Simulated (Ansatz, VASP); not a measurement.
# Te: VASP beside Ansatz

```
Te
1.0
     4.06654    0.00000    0.00000
    -2.03327    3.52173    0.00000
     0.00000    0.00000    4.59360
Te
2
Direct
  0.33333 0.66667 0.25000
  0.66667 0.33333 0.75000
```

Alike in both runs: task single point; functional PBEsol; k mesh 11 × 11 × 8; occupations fermi-dirac, width 0.1 eV; no spin polarisation.

```csv
,VASP,Ansatz
version,VASP 6.6.1,Ansatz 0.2.0
potentials or method,"VASP PAW PBE potentials, release 64 (Te), cutoff 520 eV","plane waves (420 eV) with PAW, scalar-relativistic"
valence electrons in the cell,12,32
```

Ansatz gave:

| Item | Value |
| --- | --- |
| pressure (GPa) | -5.1 |
| traceless stress, the component that is largest in VASP (GPa) | -2.45 |

Task: What did VASP give for the same quantities?

Result: Pressure (GPa): -5.2; traceless stress, the component that is largest in VASP (GPa): -2.44.

VASP's potentials were made for PBE, not for PBEsol, and Ansatz warns of the same on its side. With one functional, cell and mesh, what is left measures potentials, basis and numerics. VASP's potentials hold 12 valence electrons a cell and Ansatz's 32, so a difference there can come from the potentials and not from the codes.

Neither program's run includes spin-orbit coupling.
